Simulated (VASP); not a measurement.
# MnS (Fm-3m) in VASP: single point with PBE

Aim: the single point of MnS with PBE.

Program: VASP 6.6.1. These are calculated values, not measurements. Logs are shortened: lines on timing, memory, paths and dates and some standing lists are left out, and cuts for length are marked.

## 1. The cell of the first run

Symmetry: Fm-3m, No. 225, cubic system. The conventional cell has a = 5.224 Å, b = 5.224 Å, c = 5.224 Å, α = 90.00°, β = 90.00°, γ = 90.00°. Mn (site symmetry m-3m) has 6 S at 2.61 Å within 3.4 Å. Within 3.4 Å of S (site symmetry m-3m) lie 6 Mn at 2.61 Å.

## 2. Single point, PBE, collinear spin, ferromagnetic start

The input, POSCAR:

```
MnS
1.0
    0.0000000000      2.6122500000      2.6122500000
    2.6122500000      0.0000000000      2.6122500000
    2.6122500000      2.6122500000      0.0000000000
Mn S
1 1
Direct
    0.0000000000      0.0000000000      0.0000000000
    0.5000000000      0.5000000000      0.5000000000
```

The input, INCAR.step1:

```
SYSTEM = MnS
PREC     = Accurate       ! precision mode
ENCUT    = 520            ! plane-wave cutoff, eV
EDIFF    = 1E-7           ! SCF threshold, eV
ISMEAR   = -1             ! smearing method
SIGMA    = 0.03           ! smearing width, eV
LREAL    = .FALSE.        ! projectors in reciprocal space
LASPH    = .TRUE.         ! aspherical terms in the spheres
NELM     = 150            ! most SCF steps
ALGO     = Normal         ! electronic algorithm
ISIF     = 2              ! what is computed and relaxed
LWAVE    = .FALSE.        ! write WAVECAR
LCHARG   = .TRUE.         ! write CHGCAR
ISPIN    = 2              ! spin polarisation
MAGMOM   = 4 0            ! initial moments
LMAXMIX  = 4              ! l up to which the mixer works
GGA      = PE             ! functional
NBANDS   = 20             ! bands
```

The input, KPOINTS.step1:

```
Automatic mesh
0
G
  14 14 14
  0 0 0
```

The input, INCAR.step2:

```
SYSTEM = MnS
PREC     = Accurate       ! precision mode
ENCUT    = 520            ! plane-wave cutoff, eV
EDIFF    = 1E-7           ! SCF threshold, eV
ISMEAR   = -5             ! smearing method
SIGMA    = 0.03           ! smearing width, eV
LREAL    = .FALSE.        ! projectors in reciprocal space
LASPH    = .TRUE.         ! aspherical terms in the spheres
NELM     = 150            ! most SCF steps
ALGO     = Normal         ! electronic algorithm
ISIF     = 2              ! what is computed and relaxed
LWAVE    = .FALSE.        ! write WAVECAR
LCHARG   = .FALSE.        ! write CHGCAR
ISPIN    = 2              ! spin polarisation
MAGMOM   = 4 0            ! initial moments
LORBIT   = 11             ! projections on sites
LMAXMIX  = 4              ! l up to which the mixer works
GGA      = PE             ! functional
NEDOS    = 1001           ! points of the DOS
ICHARG   = 11             ! starting density
```

The input, KPOINTS.step2:

```
Automatic mesh
0
G
  21 21 21
  0 0 0
```

Potentials or basis: VASP PAW PBE potentials, release 64 (Mn_pv, S).

On the command line:

```bash
cat potpaw_PBE.64/Mn_pv/POTCAR potpaw_PBE.64/S/POTCAR > POTCAR
cp INCAR.step1 INCAR
cp KPOINTS.step1 KPOINTS
mpirun -np 1 vasp_std > vasp.out
cp INCAR.step2 INCAR
cp KPOINTS.step2 KPOINTS
mpirun -np 1 vasp_std > vasp.out
```

OUTCAR:

```text
SYSTEM = MnS
   PREC = Accurate
   ENCUT = 520
   EDIFF = 1E-7
   ISMEAR = -5
   LREAL = .FALSE.
   LASPH = .TRUE.
   NELM = 150
   ISIF = 2
   ISPIN = 2
   LORBIT = 11
   GGA = PE
   ICHARG = 11

 ion  position               nearest neighbor table
   1  0.000  0.000  0.000-   2 2.61   2 2.61   2 2.61   2 2.61   2 2.61   2 2.61
   2  0.500  0.500  0.500-   1 2.61   1 2.61   1 2.61   1 2.61   1 2.61   1 2.61

  LATTYP: Found a face centered cubic cell.
 ALAT       =     5.2245000000

  Lattice vectors:

 A1 = (   0.0000000000,   2.6122500000,   2.6122500000)
 A2 = (   2.6122500000,   0.0000000000,   2.6122500000)
 A3 = (   2.6122500000,   2.6122500000,   0.0000000000)

Analysis of symmetry for initial positions (statically):
=====================================================================
 Subroutine PRICEL returns:
 Original cell was already a primitive cell.

 Routine SETGRP: Setting up the symmetry group for a
 face centered cubic supercell.

 Subroutine GETGRP returns: Found 48 space group operations
 (whereof 48 operations were pure point group operations)
 out of a pool of 48 trial point group operations.

The static configuration has the point symmetry O_h .

Analysis of symmetry for dynamics (positions and initial velocities):
=====================================================================
 Subroutine PRICEL returns:
 Original cell was already a primitive cell.

 Routine SETGRP: Setting up the symmetry group for a
 face centered cubic supercell.

 Subroutine GETGRP returns: Found 48 space group operations
 (whereof 48 operations were pure point group operations)
 out of a pool of 48 trial point group operations.

The dynamic configuration has the point symmetry O_h .

Analysis of structural, dynamic, and magnetic symmetry:
=====================================================================
 Subroutine PRICEL returns:
 Original cell was already a primitive cell.

 Routine SETGRP: Setting up the symmetry group for a
 face centered cubic supercell.

 Subroutine GETGRP returns: Found 48 space group operations
 (whereof 48 operations were pure point group operations)
 out of a pool of 48 trial point group operations.

The overall configuration has the point symmetry O_h .

 Subroutine INISYM returns: Found 48 space group operations
 (whereof 48 operations are pure point group operations),
 and found     1 'primitive' translations

----------------------------------------------------------------------------------------

                                     Primitive cell

  volume of cell :      35.6512

  direct lattice vectors                    reciprocal lattice vectors
     0.000000000  2.612250000  2.612250000    -0.191405876  0.191405876  0.191405876
     2.612250000  0.000000000  2.612250000     0.191405876 -0.191405876  0.191405876
     2.612250000  2.612250000  0.000000000     0.191405876  0.191405876 -0.191405876

  length of vectors
     3.694279378  3.694279378  3.694279378     0.331524702  0.331524702  0.331524702

  position of ions in fractional coordinates (direct lattice)
     0.000000000  0.000000000  0.000000000
     0.500000000  0.500000000  0.500000000

  ion indices of the primitive-cell ions
   primitive index   ion index
                 1           1
                 2           2

----------------------------------------------------------------------------------------

 KPOINTS: Automatic mesh

Automatic generation of k-mesh.
 Grid dimensions read from file:
 generate k-points for:   21   21   21

 Generating k-lattice:

  Cartesian coordinates                     Fractional coordinates (reciprocal lattice)
    -0.009114566  0.009114566  0.009114566     0.047619048  0.000000000  0.000000000
     0.009114566 -0.009114566  0.009114566     0.000000000  0.047619048  0.000000000
     0.009114566  0.009114566 -0.009114566     0.000000000  0.000000000  0.047619048

  Length of vectors
     0.015786891  0.015786891  0.015786891

  Shift w.r.t. Gamma in fractional coordinates (k-lattice)
     0.000000000  0.000000000  0.000000000

 TETIRR: Found   1276 inequivalent tetrahedra from    55566

 Subroutine IBZKPT returns following result:
 ===========================================

 Found    286 irreducible k-points:

 Following reciprocal coordinates:
            Coordinates               Weight
  0.000000  0.000000  0.000000      1.000000
  0.047619  0.000000  0.000000      8.000000
  0.095238  0.000000  0.000000      8.000000
  0.142857  0.000000  0.000000      8.000000
  0.190476  0.000000  0.000000      8.000000
  0.238095  0.000000  0.000000      8.000000
[... 16 lines left out ...]
 -0.428571  0.047619  0.000000     24.000000
 -0.380952  0.047619  0.000000     24.000000
 [... further k-points ...]
   k-points           NKPTS =    286   k-points in BZ     NKDIM =    286   number of bands    NBANDS=     15
   number of dos      NEDOS =   1001   number of ions     NIONS =      2
   total plane-waves  NPLWV =  21952
   dimension x,y,z NGX =    28 NGY =   28 NGZ =   28
   dimension x,y,z NGXF=    56 NGYF=   56 NGZF=   56
   ions per type =               1   1
   NGX,Y,Z   is equivalent  to a cutoff of  12.60, 12.60, 12.60 a.u.
   NGXF,Y,Z  is equivalent  to a cutoff of  25.20, 25.20, 25.20 a.u.
 SYSTEM =  MnS
   PREC   = accura    normal or accurate (medium, high low for compatibility)
   ISTART =      0    job   : 0-new  1-cont  2-samecut
   ICHARG =     11    charge: 1-file 2-atom 10-const
   ISPIN  =      2    spin polarized calculation?
   LNONCOLLINEAR =      F non collinear calculations
   LSORBIT =      F    spin-orbit coupling
   LASPH  =      T    aspherical Exc in radial PAW
   ENCUT  =  520.0 eV  38.22 Ry    6.18 a.u.   6.87  6.87  6.87*2*pi/ulx,y,z
   NELM   =    150;   NELMIN=  2; NELMDL=  0     # of ELM steps
   EDIFF  = 0.1E-06   stopping-criterion for ELM
   LREAL  =      F    real-space projection
   EDIFFG = 0.1E-05   stopping-criterion for IOM
   NSW    =      0    number of steps for IOM
   IBRION =     -1    ionic relax: 0-MD 1-quasi-New 2-CG
   NFREE  =      0    steps in history (QN), initial steepest desc. (CG)
   ISIF   =      2    stress and relaxation
   ISYM   =      2    0-nonsym 1-usesym 2-fastsym
   POTIM  = 0.5000    time-step for ionic-motion
   TEBEG  =    0.0;   TEEND  =   0.0 temperature during run
   PSTRESS=    0.0 pullay stress
   NELECT =      19.0000    total number of electrons
   NUPDOWN=      -1.0000    fix difference up-down
   EMIN   =  10.00;   EMAX   =-10.00  energy-range for DOS
   EFERMI =   0.00;   METHOD = LEGACY
   ISMEAR =    -5;   SIGMA  =   0.03  broadening in eV -4-tet -1-fermi 0-gaus
   EFERMI_NEDOS =   21; number of points for ismear=-14 and -15
   IALGO  =     38    algorithm
   IMIX   =      4    mixing-type and parameters
     AMIX     =   0.40;   BMIX     =  1.00
     AMIX_MAG =   1.60;   BMIX_MAG =  1.00
  volume/ion in A,a.u.               =      17.83       120.29
  Fermi-wavevector in a.u.,A,eV,Ry     =   1.327297  2.508227 23.969603  1.761716
  Thomas-Fermi vector in A             =   2.456619
   LORBIT       =     11    0 simple, 1 ext, 2 COOP (PROOUT), +10 PAW based schemes
   GGA     = PE    functional components
   LHFCALC =     F    Hartree Fock is set to
   AEXX    =    0.0000 exact exchange contribution
   IVDW    =     0    specifies the selected vdW correction
   LEPSILON=     F    determine dielectric tensor
   LRPA    =     F    only Hartree local field effects (RPA)
 spin polarized calculation
 Fermi weights with tetrahedron method with Bloechl corrections
  energy-cutoff  :      520.00
  volume of cell :       35.65
 maximum number of plane-waves:       975

 number of electron      18.9999987 magnetization       4.7217541

 Free energy of the ion-electron system (eV)
  ---------------------------------------------------
  ext. energy  EPLUGINS =         0.00000000
  ---------------------------------------------------
  free energy    TOTEN  =       -14.05840947 eV

  energy without entropy =      -14.05840947  energy(sigma->0) =      -14.05840947

 E-fermi :   6.5591     XC(G=0): -10.5978

 val. band max:        6.6463462382   @ k =   0.3810   0.0000   0.0000
 cond. band min:       6.5558669440   @ k =  -0.4762   0.3333   0.0000
 fundamental gap:     -0.0904792942
 Fermi energy:         6.5591245713

 spin component 1

 k-point     1 :       0.0000    0.0000    0.0000
  band No.  band energies     occupation
      1     -44.1656      1.00000
      2     -44.1656      1.00000
      3     -44.1656      1.00000
      4      -7.9768      1.00000
      5       3.1636      1.00000
      6       3.1636      1.00000
      7       3.1636      1.00000
      8       3.2607      1.00000
      9       3.2607      1.00000
     10       4.6800      1.00000
     11       4.6800      1.00000
     12       4.6800      1.00000
     13       8.1906      0.00000
     14      15.1182      0.00000
     15      15.1182      0.00000
[... 397 lines left out ...]
 k-point    24 :      -0.3810    0.0476    0.0000
  band No.  band energies     occupation
      1     -44.1724      1.00000
      2     -44.1668      1.00000
      3     -44.1665      1.00000
      4      -6.8159      1.00000
      5      -0.0592      1.00000
      6       1.7782      1.00000
      7       1.8146      1.00000
      8       3.5938      1.00000
      9       3.6296      1.00000
     10       3.9969      1.00000
     11       6.4133      0.98731
     12       6.8271      0.00000
     13       9.7309      0.00000
     14      12.2076      0.00000
     15      12.2625      0.00000

 [... further k-points ...]

 spin component 2

 k-point     1 :       0.0000    0.0000    0.0000
  band No.  band energies     occupation
      1     -39.6240      1.00000
      2     -39.6240      1.00000
      3     -39.6240      1.00000
      4      -7.6856      1.00000
      5       4.8935      1.00000
      6       4.8935      1.00000
      7       4.8935      1.00000
      8       6.8720      0.00000
      9       6.8720      0.00000
     10       6.8720      0.00000
     11       6.9131      0.00000
     12       6.9131      0.00000
     13       9.2327      0.00000
     14      16.1266      0.00000
     15      16.1266      0.00000
[... 397 lines left out ...]
 k-point    24 :      -0.3810    0.0476    0.0000
  band No.  band energies     occupation
      1     -39.6334      1.00000
      2     -39.6256      1.00000
      3     -39.6253      1.00000
      4      -6.5914      1.00000
      5       0.6315      1.00000
      6       3.2943      1.00000
      7       3.3182      1.00000
      8       7.6639      0.00000
      9       7.6659      0.00000
     10       7.8460      0.00000
     11       9.1224      0.00000
     12       9.5511      0.00000
     13      10.4433      0.00000
     14      13.1570      0.00000
     15      13.2878      0.00000

 [... further k-points ...]

------------------------ aborting loop because EDIFF is reached ----------------------------------------

  FORCE on cell =-STRESS in cart. coord.  units (eV):
  Direction    XX          YY          ZZ          XY          YZ          ZX
  --------------------------------------------------------------------------------------
  -------------------------------------------------------------------------------------
  Total       -0.7421923     -0.7421923     -0.7421923     -0.0000000      0.0000000      0.0000000
  in kB      -33.3543780    -33.3543780    -33.3543780     -0.0000000      0.0000000      0.0000000
  external PRESSURE =     -33.3543780 kB  Pullay stress =       0.0000000 kB

 VOLUME and BASIS-vectors are now :
 -----------------------------------------------------------------------------
  energy-cutoff  :      520.00
  volume of cell :       35.65
      direct lattice vectors                 reciprocal lattice vectors
     0.000000000  2.612250000  2.612250000    -0.191405876  0.191405876  0.191405876
     2.612250000  0.000000000  2.612250000     0.191405876 -0.191405876  0.191405876
     2.612250000  2.612250000  0.000000000     0.191405876  0.191405876 -0.191405876

 POSITION                                       TOTAL-FORCE (eV/Angst)
 -----------------------------------------------------------------------------------
      0.00000      0.00000      0.00000        -0.000000     -0.000000      0.000000
      2.61225      2.61225      2.61225         0.000000      0.000000     -0.000000
 -----------------------------------------------------------------------------------
    total drift:                               -0.000000      0.000000      0.000000

  FREE ENERGIE OF THE ION-ELECTRON SYSTEM (eV)
  ---------------------------------------------------
  free  energy   TOTEN  =       -14.0584094655 eV

  energy  without entropy=      -14.0584094655  energy(sigma->0) =      -14.05840947

 total charge

# of ion       s       p       d       tot
------------------------------------------
    1        0.213   6.160   4.924  11.297
    2        1.327   2.400   0.000   3.727
--------------------------------------------------
tot          1.540   8.559   4.924  15.024

 magnetization (x)

# of ion       s       p       d       tot
------------------------------------------
    1        0.051   0.038   4.183   4.273
    2        0.026   0.082   0.000   0.108
--------------------------------------------------
tot          0.078   0.120   4.183   4.381
```

Wall time 2.9 min (1 thread of Intel Xeon Platinum 8488C (Sapphire Rapids), shared host); peak memory 0.35 GiB.

Results:

```yaml
Net_moment: 4.72 μB per cell
Site_moments: Mn +4.27; S +0.11 μB
Valence_electrons_inside_the_program's_atomic_spheres: Mn 11.30; S 3.73
```

Levels at points of the mesh, in eV from the Fermi level:
Spin up:
| k point | band 8 | band 9 | band 10 | band 11 | band 12 | band 13 | band 14 | band 15 |
| --- | --- | --- | --- | --- | --- | --- | --- | --- |
| (0.00, 0.00, 0.00) | -3.30 | -3.30 | -1.88 | -1.88 | -1.88 | 1.63 | 8.56 | 8.56 |
Spin down:
| k point | band 4 | band 5 | band 6 | band 7 | band 8 | band 9 | band 10 | band 11 |
| --- | --- | --- | --- | --- | --- | --- | --- | --- |
| (0.00, 0.00, 0.00) | -14.24 | -1.67 | -1.67 | -1.67 | 0.31 | 0.31 | 0.31 | 0.35 |

Caveat: a cell with one magnetic atom can't hold antiferromagnetic order, which such compounds often take; semilocal functionals often make such compounds metallic where correlation or magnetic order opens a gap, which also shifts bond lengths; tetrahedron occupations give inexact forces and stress in metals.
